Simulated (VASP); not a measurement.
A run of VASP 6.6.1:

The input POSCAR:

```
MgHgSe2
1.0
    4.3138610695      0.0000000000      0.0000000000
    0.0000000000      4.3138610695      0.0000000000
    0.0000000000      0.0000000000      5.9854478202
Mg Se Hg
1 2 1
Direct
    0.0000000000      0.0000000000      0.0000000000
    0.0000000000      0.5000000000      0.2354752525
    0.5000000000      0.0000000000      0.7645247475
    0.5000000000      0.5000000000      0.5000000000
```

File INCAR.step1:

```
SYSTEM = MgHgSe2
PREC = Accurate
ENCUT = 520
ISMEAR = 0
SIGMA = 0.01
LREAL = .False.
LASPH = .True.
NELM = 100
NBANDS = 21
GGA = PE
ALGO = Normal
EDIFF = 1E-4
LWAVE = .True.
LCHARG = .False.
```

File INCAR.step2:

```
SYSTEM = MgHgSe2
PREC = Accurate
ENCUT = 520
EDIFF = 1E-7
ISMEAR = 0
SIGMA = 0.01
LREAL = .False.
LASPH = .True.
NELM = 100
ALGO = Normal
ISIF = 2
LWAVE = .False.
LCHARG = .False.
METAGGA = R2SCAN
LMIXTAU = .True.
NBANDS = 21
ISTART = 1
```

KPOINTS

```
regular mesh
0
Gamma
  6 6 4
  0 0 0
```

Potentials or basis: VASP PAW PBE potentials, release 64 (Mg, Se, Hg).

Launch:

```bash
$ cat potpaw_PBE.64/Mg/POTCAR potpaw_PBE.64/Se/POTCAR potpaw_PBE.64/Hg/POTCAR > POTCAR
$ cp INCAR.step1 INCAR
$ mpirun -np 1 vasp_std > vasp.out
$ cp INCAR.step2 INCAR
$ mpirun -np 1 vasp_std > vasp.out
```

Hardware: 1 thread of Intel Xeon 8259CL (shared host).

Problem. Estimate the wall time of this run.

Solution. Wall time 5.6 min on 1 thread of Intel Xeon 8259CL (shared host), peak memory 0.28 GiB. Counts: k points 30.
